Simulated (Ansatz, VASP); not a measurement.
Two plane-wave programs on BeS

```
CELL_PARAMETERS angstrom
0.00000 2.43515 2.43515
2.43515 0.00000 2.43515
2.43515 2.43515 0.00000
ATOMIC_POSITIONS crystal
Be 0.00000 0.00000 0.00000
S 0.75000 0.75000 0.75000
```

Alike in both runs: task single point; functional PBE; k mesh 8 × 8 × 8; occupations tetrahedron; no spin polarisation.

|  | VASP | Ansatz |
| --- | --- | --- |
| version | VASP 6.6.1 | Ansatz 0.2.0 |
| potentials or method | VASP PAW PBE potentials, release 64 (Be, S), cutoff 600 eV | scalar-relativistic, plane waves, PAW |
| valence electrons in the cell | 8 | 8 |

```csv
,VASP,Ansatz,Ansatz less VASP
gap on the k mesh at the Fermi level (eV),3.14,3.14,-0.001
least direct gap on the mesh (eV),5.67,5.66,-0.018
pressure (GPa),0.4,0.3,-0.04
```

Ansatz's warnings: band table not solved further, tetrahedron derivatives may miss energy slope.
